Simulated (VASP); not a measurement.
A run of VASP 6.6.1:

INCAR

```
SYSTEM = Fe
PREC     = Accurate       ! precision mode
ENCUT    = 520            ! plane-wave cutoff, eV
EDIFF    = 1E-8           ! SCF threshold, eV
ISMEAR   = -1             ! smearing method
SIGMA    = 0.03           ! smearing width, eV
LREAL    = .False.        ! projectors in reciprocal space
LASPH    = .True.         ! aspherical terms in the spheres
NELM     = 150            ! most SCF steps
ALGO     = Normal         ! electronic algorithm
ISIF     = 2              ! what is computed and relaxed
LWAVE    = .False.        ! write WAVECAR
LCHARG   = .False.        ! write CHGCAR
ISPIN    = 2              ! spin polarisation
MAGMOM   = 3              ! initial moments
LORBIT   = 11             ! projections on sites
LMAXMIX  = 4              ! l up to which the mixer works
GGA      = PE             ! functional
LEFG     = .True.       
NBANDS   = 14             ! bands
```

Contents of KPOINTS:

```
regular mesh
0
Gamma
  17 17 17
  0 0 0
```

Contents of POSCAR:

```
Fe
1.0
    0.0000000000      1.8277755852      1.8277755852
    1.8277755852      0.0000000000      1.8277755852
    1.8277755852      1.8277755852      0.0000000000
Fe
1
Direct
    0.0000000000      0.0000000000      0.0000000000
```

Potentials or basis: VASP PAW PBE potentials, release 64 (Fe).

Command:

```console
$ cat potpaw_PBE.64/Fe/POTCAR > POTCAR
$ mpirun -np 1 vasp_std > vasp.out
```

Hardware: 1 thread of Intel(R) Xeon(R) 6975P-C (Granite Rapids) (shared host).

Question: Estimate the wall time of this run.

Answer: Wall time 32 s on 1 thread of Intel(R) Xeon(R) 6975P-C (Granite Rapids), with other jobs on the host, peak memory 0.16 GiB. Counts: scf iterations 20, k points 165.
